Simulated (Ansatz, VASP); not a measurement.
## LiF: VASP beside Ansatz

Contents of INCAR:

```
ALGO = Normal ; EDIFF = 1E-7
ENCUT = 520 ; GGA = PE
ISIF = 2 ; ISMEAR = -1
LASPH = True ; LCHARG = True
LELF = True ; LREAL = False
LVHAR = True ; LWAVE = False
NBANDS = 12 ; NELM = 100
PREC = Accurate ; SIGMA = 0.02
```

Contents of KPOINTS:

```
k-points
0
Gamma
  10 10 10
```

Contents of POSCAR:

```
LiF
1.0
    0.0000000000      2.1446105480      2.0401680143
    2.1446105480      0.0000000000      2.0401680143
    2.1446105480      2.1446105480      0.0000000000
Li F
1 1
Direct
    0.0000000000      0.0000000000      0.0000000000
    0.2500000000      0.2500000000      0.2500000000
```

Input for Ansatz:

```yaml
crystal:
  lattice:
    - [0.0, 2.144610548, 2.0401680143]
    - [2.144610548, 0.0, 2.0401680143]
    - [2.144610548, 2.144610548, 0.0]
  atoms:
    - { symbol: Li, position: [0.0, 0.0, 0.0] }
    - { symbol: F, position: [0.25, 0.25, 0.25] }
kpoints:
  mp_grid: { grid: [10, 10, 10] }
  band_path:
    path:
      - [0.0, 0.0, 0.0]
      - [-0.5, -0.5, 0.0]
      - [-0.375, -0.375, 0.25]
      - [-0.375, 0.0, 0.375]
      - [0.0, 0.0, 0.5]
      - [-0.5, -0.25, 0.25]
    npoints: 1
hamiltonian:
  xc: pbe
scf:
  occupations: { method: fermi_dirac, width: 0.02 }
  n_extra_bands: 4
output:
  forces: true
  stress: true
  eigenvalues: true
```

Change from the starting cell: uniaxial_z strain -4.9%.

Alike in both runs: task single point; functional PBE; k mesh 10 × 10 × 10; occupations fermi-dirac, width 0.02 eV; no spin polarisation.

|  | VASP | Ansatz |
| --- | --- | --- |
| version | VASP 6.6.1 | Ansatz 0.2.0 |
| potentials or method | VASP PAW PBE potentials, release 64 (Li_sv, F) | plane waves, PAW |
| plane-wave cutoff (eV) | 520 | 420 |
| valence electrons in the cell | 10 | 10 |

```tsv
	VASP	Ansatz	Ansatz less VASP
gap on the k mesh at the Fermi level (eV)	8.15	8.16	+0.014
```

With one functional, cell and mesh, what is left measures potentials, basis and numerics.

Noted on VASP's run: the cutoff is short for stress, so the pressure is rough.
